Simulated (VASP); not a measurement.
# ScIr (Pm-3m) in VASP: notebook

Runs on ScIr. Level: LDA. Tasks: single point, relaxation of cell and atoms.

Everything below comes from runs of VASP 6.6.1. Logs are shortened: lines on timing, memory, paths and dates and some standing lists are left out, and cuts for length are marked.

## Step 1: The cell of the first run

The structure is cubic, space group Pm-3m (No. 221). The conventional cell has a = 3.162 Å, b = 3.162 Å, c = 3.162 Å, α = 90.00°, β = 90.00°, γ = 90.00°. Within 3.6 Å of Sc (site symmetry m-3m) lie 8 Ir at 2.74 Å and 6 Sc at 3.16 Å. Within 3.6 Å of Ir (site symmetry m-3m) lie 8 Sc at 2.74 Å and 6 Ir at 3.16 Å.

## Step 2: Single point, LDA

INCAR reads:

```
SYSTEM = ScIr
PREC = Accurate ; ENCUT = 520
EDIFF = 1E-7 ; ISMEAR = -1
SIGMA = 0.1 ; LREAL = .FALSE.
LASPH = .TRUE. ; NELM = 100
ALGO = Normal ; ISIF = 2
LWAVE = .FALSE. ; LCHARG = .FALSE.
NBANDS = 17
```

KPOINTS reads:

```
Automatic mesh
0
G
  12 12 12
  0 0 0
```

POSCAR reads:

```
ScIr
1.0
    3.1620734540      0.0000000000      0.0000000000
    0.0000000000      3.1620734540      0.0000000000
    0.0000000000      0.0000000000      3.1620734540
Sc Ir
1 1
Direct
    0.5000000000      0.5000000000      0.5000000000
    0.0000000000      0.0000000000      0.0000000000
```

Potentials or basis: VASP PAW LDA potentials, release 64 (Sc_sv, Ir).

Command:

```
> cat potpaw_LDA.64/Sc_sv/POTCAR potpaw_LDA.64/Ir/POTCAR > POTCAR
> mpirun -np 1 vasp_std > vasp.out
```

OUTCAR:

```text
SYSTEM = ScIr
   PREC = Accurate
   ENCUT = 520
   EDIFF = 1E-7
   ISMEAR = -1
   LREAL = .FALSE.
   LASPH = .TRUE.
   NELM = 100
   ISIF = 2

 ion  position               nearest neighbor table
   1  0.500  0.500  0.500-   2 2.74   2 2.74   2 2.74   2 2.74   2 2.74   2 2.74   2 2.74   2 2.74

   2  0.000  0.000  0.000-   1 2.74   1 2.74   1 2.74   1 2.74   1 2.74   1 2.74   1 2.74   1 2.74

  LATTYP: Found a simple cubic cell.
 ALAT       =     3.1620734540

  Lattice vectors:

 A1 = (   3.1620734540,   0.0000000000,   0.0000000000)
 A2 = (   0.0000000000,   3.1620734540,   0.0000000000)
 A3 = (   0.0000000000,   0.0000000000,   3.1620734540)

Analysis of symmetry for initial positions (statically):
=====================================================================
 Subroutine PRICEL returns:
 Original cell was already a primitive cell.

 Routine SETGRP: Setting up the symmetry group for a
 simple cubic supercell.

 Subroutine GETGRP returns: Found 48 space group operations
 (whereof 48 operations were pure point group operations)
 out of a pool of 48 trial point group operations.

The static configuration has the point symmetry O_h .

Analysis of symmetry for dynamics (positions and initial velocities):
=====================================================================
 Subroutine PRICEL returns:
 Original cell was already a primitive cell.

 Routine SETGRP: Setting up the symmetry group for a
 simple cubic supercell.

 Subroutine GETGRP returns: Found 48 space group operations
 (whereof 48 operations were pure point group operations)
 out of a pool of 48 trial point group operations.

The dynamic configuration has the point symmetry O_h .

 Subroutine INISYM returns: Found 48 space group operations
 (whereof 48 operations are pure point group operations),
 and found     1 'primitive' translations

----------------------------------------------------------------------------------------

                                     Primitive cell

  volume of cell :      31.6167

  direct lattice vectors                    reciprocal lattice vectors
     3.162073454  0.000000000  0.000000000     0.316248188  0.000000000  0.000000000
     0.000000000  3.162073454  0.000000000     0.000000000  0.316248188  0.000000000
     0.000000000  0.000000000  3.162073454     0.000000000  0.000000000  0.316248188

  length of vectors
     3.162073454  3.162073454  3.162073454     0.316248188  0.316248188  0.316248188

  position of ions in fractional coordinates (direct lattice)
     0.500000000  0.500000000  0.500000000
     0.000000000  0.000000000  0.000000000

  ion indices of the primitive-cell ions
   primitive index   ion index
                 1           1
                 2           2

----------------------------------------------------------------------------------------

 KPOINTS: Automatic mesh

Automatic generation of k-mesh.
 Grid dimensions read from file:
 generate k-points for:   12   12   12

 Generating k-lattice:

  Cartesian coordinates                     Fractional coordinates (reciprocal lattice)
     0.026354016  0.000000000  0.000000000     0.083333333  0.000000000  0.000000000
     0.000000000  0.026354016  0.000000000     0.000000000  0.083333333  0.000000000
     0.000000000  0.000000000  0.026354016     0.000000000  0.000000000  0.083333333

  Length of vectors
     0.026354016  0.026354016  0.026354016

  Shift w.r.t. Gamma in fractional coordinates (k-lattice)
     0.000000000  0.000000000  0.000000000

 Subroutine IBZKPT returns following result:
 ===========================================

 Found     84 irreducible k-points:

 Following reciprocal coordinates:
            Coordinates               Weight
  0.000000  0.000000  0.000000      1.000000
  0.083333  0.000000  0.000000      6.000000
  0.166667  0.000000  0.000000      6.000000
  0.250000  0.000000  0.000000      6.000000
  0.333333  0.000000  0.000000      6.000000
  0.416667  0.000000  0.000000      6.000000
[... 16 lines left out ...]
  0.333333  0.333333  0.000000     12.000000
  0.416667  0.333333  0.000000     24.000000
 [... further k-points ...]
   k-points           NKPTS =     84   k-points in BZ     NKDIM =     84   number of bands    NBANDS=     17
   number of dos      NEDOS =    301   number of ions     NIONS =      2
   total plane-waves  NPLWV =  13824
   dimension x,y,z NGX =    24 NGY =   24 NGZ =   24
   dimension x,y,z NGXF=    48 NGYF=   48 NGZF=   48
   ions per type =               1   1
   NGX,Y,Z   is equivalent  to a cutoff of  12.62, 12.62, 12.62 a.u.
   NGXF,Y,Z  is equivalent  to a cutoff of  25.24, 25.24, 25.24 a.u.
 SYSTEM =  ScIr
   PREC   = accura    normal or accurate (medium, high low for compatibility)
   ISTART =      0    job   : 0-new  1-cont  2-samecut
   ICHARG =      2    charge: 1-file 2-atom 10-const
   ISPIN  =      1    spin polarized calculation?
   LNONCOLLINEAR =      F non collinear calculations
   LSORBIT =      F    spin-orbit coupling
   LASPH  =      T    aspherical Exc in radial PAW
   ENCUT  =  520.0 eV  38.22 Ry    6.18 a.u.   5.88  5.88  5.88*2*pi/ulx,y,z
   NELM   =    100;   NELMIN=  2; NELMDL= -5     # of ELM steps
   EDIFF  = 0.1E-06   stopping-criterion for ELM
   LREAL  =      F    real-space projection
   EDIFFG = 0.1E-05   stopping-criterion for IOM
   NSW    =      0    number of steps for IOM
   IBRION =     -1    ionic relax: 0-MD 1-quasi-New 2-CG
   NFREE  =      0    steps in history (QN), initial steepest desc. (CG)
   ISIF   =      2    stress and relaxation
   ISYM   =      2    0-nonsym 1-usesym 2-fastsym
   POTIM  = 0.5000    time-step for ionic-motion
   TEBEG  =    0.0;   TEEND  =   0.0 temperature during run
   PSTRESS=    0.0 pullay stress
   NELECT =      20.0000    total number of electrons
   NUPDOWN=      -1.0000    fix difference up-down
   EMIN   =  10.00;   EMAX   =-10.00  energy-range for DOS
   EFERMI =   0.00;   METHOD = LEGACY
   ISMEAR =    -1;   SIGMA  =   0.10  broadening in eV -4-tet -1-fermi 0-gaus
   EFERMI_NEDOS =   21; number of points for ismear=-14 and -15
   IALGO  =     38    algorithm
   IMIX   =      4    mixing-type and parameters
     AMIX     =   0.40;   BMIX     =  1.00
     AMIX_MAG =   1.60;   BMIX_MAG =  1.00
  volume/ion in A,a.u.               =      15.81       106.68
  Fermi-wavevector in a.u.,A,eV,Ry     =   1.405334  2.655696 26.871010  1.974964
  Thomas-Fermi vector in A             =   2.527806
   LORBIT       =      0    0 simple, 1 ext, 2 COOP (PROOUT), +10 PAW based schemes
   GGA     = CA    functional components
   LHFCALC =     F    Hartree Fock is set to
   AEXX    =    0.0000 exact exchange contribution
   IVDW    =     0    specifies the selected vdW correction
   LEPSILON=     F    determine dielectric tensor
   LRPA    =     F    only Hartree local field effects (RPA)
 non-spin polarized calculation
  energy-cutoff  :      520.00
  volume of cell :       31.62
 maximum number of plane-waves:       876
 NGX is ok and might be reduce to    24
   NGX = 11   NGY = 11   NGZ = 11

 number of electron      20.0000004 magnetization

 Free energy of the ion-electron system (eV)
  ---------------------------------------------------
  ext. energy  EPLUGINS =         0.00000000
  ---------------------------------------------------
  free energy    TOTEN  =       -19.16987765 eV

  energy without entropy =      -19.14435818  energy(sigma->0) =      -19.15711792

 E-fermi :   7.6064     XC(G=0): -12.8172

 val. band max:        7.5960041660   @ k =   0.5000   0.4167   0.4167
 cond. band min:       7.6449010730   @ k =   0.5000   0.0000   0.0000
 fundamental gap:      0.0488969071
 Fermi energy:         7.6064401406

 k-point     1 :       0.0000    0.0000    0.0000
  band No.  band energies     occupation
      1     -40.8703      2.00000
      2     -19.7422      2.00000
      3     -19.7422      2.00000
      4     -19.7422      2.00000
      5      -0.5187      2.00000
      6       2.3602      2.00000
[... 9 lines left out ...]
     16      16.1489      0.00000
     17      16.1489      0.00000

 k-point     2 :       0.0833    0.0000    0.0000
  band No.  band energies     occupation
      1     -40.8676      2.00000
      2     -19.7680      2.00000
      3     -19.7414      2.00000
      4     -19.7414      2.00000
      5      -0.3731      2.00000
      6       2.4190      2.00000
[... 9 lines left out ...]
     16      15.6252      0.00000
     17      16.6680      0.00000

 k-point     3 :       0.1667    0.0000    0.0000
  band No.  band energies     occupation
      1     -40.8603      2.00000
      2     -19.8377      2.00000
      3     -19.7391      2.00000
      4     -19.7391      2.00000
      5       0.0464      2.00000
      6       2.5892      2.00000
[... 9 lines left out ...]
     16      14.4509      0.00000
     17      17.8877      0.00000

 k-point     4 :       0.2500    0.0000    0.0000
  band No.  band energies     occupation
      1     -40.8503      2.00000
      2     -19.9315      2.00000
      3     -19.7360      2.00000
      4     -19.7360      2.00000
      5       0.6821      2.00000
      6       2.8490      2.00000
[... 9 lines left out ...]
     16      13.2804      0.00000
     17      19.4272      0.00000
[... 343 lines left out ...]
      1     -40.8160      2.00000
      2     -20.0713      2.00000
      3     -19.8808      2.00000
      4     -19.7092      2.00000
      5       2.3443      2.00000
      6       3.2040      2.00000
[... 9 lines left out ...]
     16      12.5349      0.00000
     17      18.3391      0.00000

 k-point    23 :       0.3333    0.3333    0.0000
  band No.  band energies     occupation
      1     -40.8168      2.00000
      2     -19.9853      2.00000
      3     -19.9588      2.00000
      4     -19.7073      2.00000
      5       2.0801      2.00000
      6       3.0879      2.00000
[... 9 lines left out ...]
     16      13.1726      0.00000
     17      16.7283      0.00000

 k-point    24 :       0.4167    0.3333    0.0000
  band No.  band energies     occupation
      1     -40.8110      2.00000
      2     -20.0297      2.00000
      3     -19.9586      2.00000
      4     -19.7011      2.00000
      5       2.1705      2.00000
      6       2.8924      2.00000
[... 9 lines left out ...]
     16      12.6114      0.00000
     17      16.8885      0.00000

 [... further k-points ...]

------------------------ aborting loop because EDIFF is reached ----------------------------------------

  FORCE on cell =-STRESS in cart. coord.  units (eV):
  Direction    XX          YY          ZZ          XY          YZ          ZX
  --------------------------------------------------------------------------------------
  -------------------------------------------------------------------------------------
  Total        0.2037205      0.2037205      0.2037205     -0.0000000      0.0000000     -0.0000000
  in kB       10.3235608     10.3235608     10.3235608     -0.0000000      0.0000000     -0.0000000
  external PRESSURE =      10.3235608 kB  Pullay stress =       0.0000000 kB

 VOLUME and BASIS-vectors are now :
 -----------------------------------------------------------------------------
  energy-cutoff  :      520.00
  volume of cell :       31.62
      direct lattice vectors                 reciprocal lattice vectors
     3.162073454  0.000000000  0.000000000     0.316248188  0.000000000  0.000000000
     0.000000000  3.162073454  0.000000000     0.000000000  0.316248188  0.000000000
     0.000000000  0.000000000  3.162073454     0.000000000  0.000000000  0.316248188

 POSITION                                       TOTAL-FORCE (eV/Angst)
 -----------------------------------------------------------------------------------
      1.58104      1.58104      1.58104         0.000000      0.000000      0.000000
      0.00000      0.00000      0.00000         0.000000      0.000000      0.000000
 -----------------------------------------------------------------------------------
    total drift:                                0.000000      0.000000     -0.000000

  FREE ENERGIE OF THE ION-ELECTRON SYSTEM (eV)
  ---------------------------------------------------
  free  energy   TOTEN  =       -19.1698776504 eV

  energy  without entropy=      -19.1443581842  energy(sigma->0) =      -19.15711792
```

It took 15 s on 1 thread of Intel Xeon Platinum 8488C (Sapphire Rapids), shared host; peak memory 0.16 GiB.

Results:

| Property | Result |
| --- | --- |
| Free energy | -19.1699 eV |
| Pressure | 1.0 GPa |
| Band gap on the k mesh | zero (bands 10 and 11 overlap by 0.60 eV) |

Levels at points of the mesh, in eV from the Fermi level:
```csv
k point,band 6,band 7,band 8,band 9,band 10,band 11,band 12,band 13,band 14,band 15
"(0.00, 0.00, 0.00)",-5.25,-5.25,-1.93,-1.93,-1.93,2.30,2.30,4.53,4.53,4.53
"(0.50, 0.00, 0.00)",-4.08,-3.05,-2.36,-2.36,-1.29,0.04,0.51,1.66,1.66,3.38
"(0.50, 0.50, 0.00)",-5.14,-3.39,-3.39,-0.27,0.35,0.99,0.99,2.87,4.46,4.81
"(0.50, 0.50, 0.50)",-3.76,-3.76,-1.17,-1.17,-1.17,-0.19,-0.19,4.56,4.56,4.78
```

Caveat: spin-orbit coupling is left out, which moves the levels of the heavy elements.

## Step 3: Single point, LDA

INCAR reads:

```
PREC = Accurate ; ENCUT = 520
EDIFF = 1E-6 ; ISMEAR = -1
SIGMA = 0.1 ; LREAL = F
LASPH = T ; NELM = 100
ALGO = Normal ; ISIF = 2
LWAVE = F ; LCHARG = F
GGA = CA ; NBANDS = 17
```

KPOINTS reads:

```
Automatic mesh
0
Gamma
  12 12 12
```

POSCAR reads:

```
ScIr
1.0
    3.1620733756      0.0000000000      0.0000000000
    0.0000000000      3.1620733756      0.0000000000
    0.0000000000      0.0000000000      3.1620733756
Sc Ir
1 1
Direct
    0.5000000000      0.5000000000      0.5000000000
    0.0000000000      0.0000000000      0.0000000000
```

Potentials or basis: VASP PAW LDA potentials, release 64 (Sc_sv, Ir).

Command:

```
> cat potpaw_LDA.64/Sc_sv/POTCAR potpaw_LDA.64/Ir/POTCAR > POTCAR
> mpirun -np 1 vasp_std > vasp.out
```

Wall time 14 s (1 thread of Intel Xeon Platinum 8488C (Sapphire Rapids), shared host); peak memory 0.16 GiB.

The run converged. Its results:

```yaml
Free_energy: -19.1699 eV
Pressure: 1.0 GPa
Band_gap_on_the_k_mesh: zero (bands 10 and 11 overlap by 0.60 eV)
```

Levels at points of the mesh, in eV from the Fermi level:
```csv
k point,band 8,band 9,band 10,band 11,band 12,band 13
"(0.00, 0.00, 0.00)",-1.93,-1.93,-1.93,2.30,2.30,4.53
"(0.50, 0.00, 0.00)",-2.36,-2.36,-1.29,0.04,0.51,1.66
"(0.50, 0.50, 0.00)",-3.39,-0.27,0.35,0.99,0.99,2.87
"(0.50, 0.50, 0.50)",-1.17,-1.17,-1.17,-0.19,-0.19,4.56
```

Caveat: spin-orbit coupling is left out, which moves the levels of the heavy elements.

## Step 4: Relaxation of cell and atoms, LDA

This run uses another cell than the first one, of 16.48 Å³/atom.

INCAR reads:

```
SYSTEM = ScIr
ALGO     = Normal         ! electronic algorithm
EDIFF    = 1E-6           ! SCF threshold, eV
EDIFFG   = -0.002         ! ionic threshold
ENCUT    = 600            ! plane-wave cutoff, eV
GGA      = CA             ! functional
IBRION   = 2              ! ionic algorithm
ISIF     = 3              ! what is computed and relaxed
ISMEAR   = -1             ! smearing method
LASPH    = .TRUE.         ! aspherical terms in the spheres
LCHARG   = .FALSE.        ! write CHGCAR
LREAL    = .FALSE.        ! projectors in reciprocal space
LWAVE    = .FALSE.        ! write WAVECAR
NELM     = 60             ! most SCF steps
NSW      = 100            ! ionic steps
PREC     = Accurate       ! precision mode
SIGMA    = 0.1            ! smearing width, eV
```

KPOINTS reads:

```
k-points
0
G
  12 12 12
  0 0 0
```

POSCAR reads:

```
ScIr
1.0
    3.2060000000      0.0000000000      0.0000000000
    0.0000000000      3.2060000000      0.0000000000
    0.0000000000      0.0000000000      3.2060000000
Sc Ir
1 1
Direct
    0.5000000000      0.5000000000      0.5000000000
    0.0000000000      0.0000000000      0.0000000000
```

Command:

```
> cat potpaw_LDA.64/Sc_sv/POTCAR potpaw_LDA.64/Ir/POTCAR > POTCAR
> mpirun -np 1 vasp_std > vasp.out
```

Run time: 67 s. Hardware: 1 thread of Intel Xeon Platinum 8488C (Sapphire Rapids), shared host; peak memory 0.19 GiB.

It converged, with:

```yaml
Free_energy: -19.1708 eV
Relaxed_volume: 15.90 Å³/atom
Relaxed_cell: a = 3.168 Å, b = 3.168 Å, c = 3.168 Å, α = 90.00°, β = 90.00°, γ = 90.00°
Space_group_after_relaxing_to_0.1_Å: Pm-3m (No. 221)
Energy_gained_by_relaxing: 12.0 meV/atom
Ionic_steps: 4
Pressure_after_relaxing: 0.0 GPa
Band_gap_on_the_k_mesh: zero (bands 10 and 11 overlap by 0.60 eV)
```

Step by step:
| step | energy change (eV) | largest force (eV/Å) | pressure (GPa) | volume (Å³) |
| --- | --- | --- | --- | --- |
| 1 | 0.0000 | 0.0000 | -6.43 | 32.95 |
| 2 | 0.0525 | 0.0000 | 13.64 | 29.90 |
| 3 | -0.0240 | 0.0000 | -0.13 | 31.82 |
| 4 | -0.0240 | 0.0000 | 0.00 | 31.79 |

Final structure:
```xyz
2
Lattice="3.1680 0.0000 0.0000 0.0000 3.1680 0.0000 0.0000 0.0000 3.1680" Properties=species:S:1:pos:R:3 pbc="T T T"
Sc    1.5840    1.5840    1.5840
Ir    0.0000    0.0000    0.0000
```

Levels at points of the mesh, in eV from the Fermi level:
```tsv
k point	band 6	band 7	band 8	band 9	band 10	band 11	band 12	band 13	band 14
(0.00, 0.00, 0.00)	-5.20	-5.20	-1.91	-1.91	-1.91	2.29	2.29	4.51	4.51
(0.50, 0.00, 0.00)	-4.04	-3.04	-2.34	-2.34	-1.28	0.06	0.50	1.66	1.66
(0.50, 0.50, 0.00)	-5.10	-3.36	-3.36	-0.27	0.35	0.98	0.98	2.86	4.44
(0.50, 0.50, 0.50)	-3.74	-3.74	-1.15	-1.15	-1.15	-0.18	-0.18	4.54	4.54
```

Caveat: spin-orbit coupling is left out, which moves the levels of the heavy elements.

## Step 5: Relaxation of cell and atoms, LDA

This run uses another cell than the first one, of 16.48 Å³/atom.

INCAR reads:

```
ALGO = Normal ; EDIFF = 1E-6
EDIFFG = -0.002 ; ENCUT = 600
GGA = CA ; IBRION = 2
ISIF = 3 ; ISMEAR = -1
LASPH = T ; LCHARG = F
LREAL = F ; LWAVE = F
NELM = 80 ; NSW = 100
PREC = Accurate ; SIGMA = 0.1
```

KPOINTS reads:

```
k-points
0
Gamma
  12 12 12
```

POSCAR is that of step 4.

Command:

```
> cat potpaw_LDA.64/Sc_sv/POTCAR potpaw_LDA.64/Ir/POTCAR > POTCAR
> mpirun -np 1 vasp_std > vasp.out
```

Wall time 66 s (1 thread of Intel Xeon Platinum 8488C (Sapphire Rapids), shared host); peak memory 0.19 GiB.

Results (log left out):

* Free energy: -19.1708 eV
* Relaxed volume: 15.90 Å³/atom
* Relaxed cell: a = 3.168 Å, b = 3.168 Å, c = 3.168 Å, α = 90.00°, β = 90.00°, γ = 90.00°
* Space group after relaxing (to 0.1 Å): Pm-3m (No. 221)
* Energy gained by relaxing: 12.0 meV/atom
* Ionic steps: 4
* Pressure after relaxing: 0.0 GPa
* Band gap on the k mesh: zero (bands 10 and 11 overlap by 0.60 eV)

Step by step:
```
step  energy change (eV)  largest force (eV/Å)  pressure (GPa)  volume (Å³)
   1              0.0000                0.0000           -6.43        32.95
   2              0.0525                0.0000           13.64        29.90
   3             -0.0240                0.0000           -0.13        31.82
   4             -0.0240                0.0000            0.00        31.79
```

Final structure:
```
Sc Ir
1.0
     3.16796    0.00000    0.00000
     0.00000    3.16796    0.00000
     0.00000    0.00000    3.16796
Sc Ir
1 1
Direct
  0.50000 0.50000 0.50000
  0.00000 0.00000 0.00000
```

Levels at points of the mesh, in eV from the Fermi level:
```
           k point  band 6  band 7  band 8  band 9  band 10  band 11  band 12  band 13  band 14
(0.00, 0.00, 0.00)   -5.20   -5.20   -1.91   -1.91    -1.91     2.29     2.29     4.51     4.51
(0.50, 0.00, 0.00)   -4.04   -3.04   -2.34   -2.34    -1.28     0.06     0.50     1.66     1.66
(0.50, 0.50, 0.00)   -5.10   -3.36   -3.36   -0.27     0.35     0.98     0.98     2.86     4.44
(0.50, 0.50, 0.50)   -3.74   -3.74   -1.15   -1.15    -1.15    -0.18    -0.18     4.54     4.54
```

Caveat: spin-orbit coupling is left out, which moves the levels of the heavy elements. Zero-point motion and thermal expansion aren't in these numbers.
